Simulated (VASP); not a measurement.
## Ru: relaxation of volume and atoms at fixed shape with r2SCAN

Crystal: Ru.

```
Ru
1.0
     2.70580    0.00000    0.00000
    -1.35290    2.34329    0.00000
     0.00000    0.00000    4.28190
Ru
2
Cartesian
  0.0000 1.5622 1.0705
  1.3529 0.7811 3.2114
```

```json
{"Program": "VASP 6.6.1", "Task": "relaxation of volume and atoms at fixed shape", "Functional": "r2SCAN", "Potentials or basis": "VASP PAW PBE potentials, release 64 (Ru_pv)", "Cutoff": "600 eV", "k mesh": "9 × 9 × 5", "Occupations": "methfessel-paxton, width 0.1 eV", "Spin": "no spin polarisation", "Dipole correction": "no", "Further INCAR settings": "ALGO = Normal; EDIFF = 1e-06; IBRION = 2; EDIFFG = -0.02; NSW = 80; ISIF = 8"}
```

- Relaxed volume: 13.54 Å³/atom
- Relaxed cell: a = 2.704 Å, b = 2.704 Å, c = 4.279 Å, α = 90.00°, β = 90.00°, γ = 120.00°
- Space group after relaxing (to 0.05 Å): P6_3/mmc (No. 194)
- Energy gained by relaxing: 0.1 meV/atom
- Ionic steps: 3
- Pressure after relaxing: 0.0 GPa
- Band gap on the k mesh: zero (band 14 reaches 14.28 eV, above the bottom of band 15 at 11.10 eV)

Stress tensor (GPa, compression positive):
```
-0.13  0.00  0.00
 0.00 -0.13  0.00
 0.00  0.00  0.30
```

The path:
| step | energy change (eV) | largest force (eV/Å) | pressure (GPa) | volume (Å³) |
| --- | --- | --- | --- | --- |
| 1 | 0.0000 | 0.0000 | -0.76 | 27.15 |
| 2 | 0.0012 | 0.0000 | 2.42 | 26.90 |
| 3 | -0.0002 | 0.0000 | 0.01 | 27.08 |

Final structure:
```yaml
crystal:
  lattice:
    - [2.70366, 0.00000, 0.00000]
    - [-1.35183, 2.34143, 0.00000]
    - [0.00000, 0.00000, 4.27851]
  atoms:
    - { symbol: Ru, position: [0.33333, 0.66667, 0.25000] }
    - { symbol: Ru, position: [0.66667, 0.33333, 0.75000] }
```

Levels at points of the mesh, in eV from the Fermi level:
| k point | band 12 | band 13 | band 14 | band 15 | band 16 | band 17 |
| --- | --- | --- | --- | --- | --- | --- |
| (0.00, 0.00, 0.00) | -2.12 | -2.12 | -1.56 | -1.56 | 1.14 | 1.14 |

Wall time 2.4 min on 1 thread of AMD EPYC 9R45 96-Core Processor (Zen 5), with other jobs on the host, peak memory 0.14 GiB.

Caveat: the PAW data sets were made with another functional, which shifts forces and pressure a little.
